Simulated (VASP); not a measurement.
Crystal: BaZrO3.

```
Ba Zr O
1.0
     4.19134    0.00000    0.00000
     0.00000    4.19134    0.00000
     0.00000    0.00000    4.19134
Ba Zr O
1 1 3
Direct
  0.00000 0.00000 0.00000
  0.50000 0.50000 0.50000
  0.50000 0.50000 0.00000
  0.50000 0.00000 0.50000
  0.00000 0.50000 0.50000
```

Base run:

```yaml
Program: VASP 6.6.1
Functional: PBE
Potentials_or_basis: VASP PAW PBE potentials, release 64 (Ba_sv, Zr_sv, O_h)
Cutoff: 1340 eV
k_mesh: 5 × 5 × 5
Occupations: fermi-dirac, width 0.05 eV
Spin: no spin polarisation
```

Its results: band gap on the k mesh 3.30 eV (least direct gap 3.41 eV); pressure 5.0 GPa.

The run is repeated on the same cell with these changes: k mesh from 5 × 5 × 5 to 6 × 6 × 6; occupations from fermi-dirac, width 0.05 eV to gaussian, width 0.015 eV. What comes out?

Band gap on the k mesh 3.19 eV (least direct gap 3.42 eV); pressure 5.0 GPa.

Caveats: the cell stands under pressure; spin-orbit coupling is left out, which moves the levels of the heavy elements; an odd mesh through Γ misses points on the zone boundary, where band edges can lie (at least some runs).
